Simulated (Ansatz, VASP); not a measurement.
## Two plane-wave programs on SiGe5

INCAR

```
  ALGO = Normal
  EDIFF = 1E-7
  EDIFFG = -0.04
  ENCUT = 600
  GGA = PE
  IBRION = 2
  ISIF = 3
  ISMEAR = 0
  LASPH = True
  LCHARG = False
  LREAL = False
  LWAVE = False
  NELM = 80
  NSW = 90
  PREC = Accurate
  SIGMA = 0.1
```

Contents of KPOINTS:

```
k-points
0
Gamma
  4 4 4
```

Contents of POSCAR:

```
SiGe5
1.0
    5.0292947800      0.0000000000      0.0000000000
    0.0000000000      5.0292947800      0.0000000000
    0.0000000000      0.0000000000      5.4073629100
Si Ge
1 5
Direct
    0.0000000000      0.0000000000      0.0000000000
    0.8023551500      0.8023551500      0.5000000000
    0.1976448500      0.1976448500      0.5000000000
    0.1976448500      0.8023551500      0.5000000000
    0.8023551500      0.1976448500      0.5000000000
    0.5000000000      0.5000000000      0.5000000000
```

Input for Ansatz:

```yaml
crystal:
  lattice:
    - [5.02929478, 0.0, 0.0]
    - [0.0, 5.02929478, 0.0]
    - [0.0, 0.0, 5.40736291]
  atoms:
    - { symbol: Si, position: [0.0, 0.0, 0.0] }
    - { symbol: Ge, position: [0.80235515, 0.80235515, 0.5] }
    - { symbol: Ge, position: [0.19764485, 0.19764485, 0.5] }
    - { symbol: Ge, position: [0.19764485, 0.80235515, 0.5] }
    - { symbol: Ge, position: [0.80235515, 0.19764485, 0.5] }
    - { symbol: Ge, position: [0.5, 0.5, 0.5] }
basis:
  ecutwfc: 420
kpoints:
  mp_grid: { grid: [4, 4, 4] }
hamiltonian:
  xc: pbe
scf:
  occupations: { method: gaussian, width: 0.1 }
  lower_state_search: "off"
output:
  forces: true
  stress: true
  eigenvalues: true
relax:
  adjacent_minimum: "off"
  f_tol: 0.04
  max_steps: 70
  cell: { stress_tol: 0.4 }
```

Alike in both runs: task relaxation of cell and atoms; functional PBE; k mesh 4 × 4 × 4; occupations gaussian, width 0.1 eV; no spin polarisation.

|  | VASP | Ansatz |
| --- | --- | --- |
| version | VASP 6.6.1 | Ansatz 0.2.0 |
| potentials or method | VASP PAW PBE potentials, release 64 (Si, Ge_d), cutoff 600 eV | scalar-relativistic, plane waves, PAW |
| valence electrons in the cell | 74 | 74 |

```csv
,VASP,Ansatz,Ansatz less VASP
"gap on the k mesh at the Fermi level, each at its own relaxed structure (eV)",none,none,-
relaxed volume (Å³/atom),25.14,25.22,+0.082
relaxed length of the cell vector where the two differ most in proportion (Å),3.606,3.616,+0.0098
```

A gap of «none» marks a metal or a gap that the smearing closes.
